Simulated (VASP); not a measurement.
The system is Au.

```xyz
2
Lattice="0.0000 2.8000 2.8000 2.8000 0.0000 2.8000 2.8000 2.8000 0.0000" Properties=species:S:1:pos:R:3 pbc="T T T"
Au    0.0000    0.0000    0.0000
Au    1.4000    1.4000    1.4000
```

* Program: VASP 6.6.1
* Task: relaxation of cell and atoms
* Functional: PBEsol
* Potentials or basis: VASP PAW PBE potentials, release 64 (Au)
* Cutoff: 600 eV
* k mesh: 8 × 8 × 8
* Occupations: gaussian, width 0.05 eV
* Spin: no spin polarisation

At the start: pressure 27.9 GPa; volume 21.95 Å³/atom.

Q: How do energy, volume and symmetry change on relaxing?

A: Over 5 steps the energy falls by 362.9 meV/atom and the volume is 27.22 Å³/atom (+24.0 %); space group Fd-3m (No. 227, to 0.05 Å).

Step by step:
```csv
step,energy change (eV),largest force (eV/Å),pressure (GPa),volume (Å³)
1,0.0000,0.0000,27.92,43.90
2,-0.0380,0.0000,-8.42,72.97
3,-0.7233,0.0000,-0.99,55.22
4,-0.7254,0.0000,-0.34,54.70
5,-0.7257,0.0000,0.00,54.43
```

Final structure:
```cif
data_structure
_symmetry_space_group_name_H-M 'P 1'
_symmetry_Int_Tables_number 1
_cell_length_a 4.2540
_cell_length_b 4.2540
_cell_length_c 4.2540
_cell_angle_alpha 60.000
_cell_angle_beta 60.000
_cell_angle_gamma 60.000
_cell_volume 54.43
loop_
_atom_site_label
_atom_site_type_symbol
_atom_site_fract_x
_atom_site_fract_y
_atom_site_fract_z
_atom_site_occupancy
Au1 Au 0.00000 0.00000 0.00000 1
Au2 Au 0.25000 0.25000 0.25000 1
```

Caveat: the volume moved by over 15 % at a fixed basis, so the end points are rough; the PAW data sets were made with another functional, which shifts forces and pressure a little.
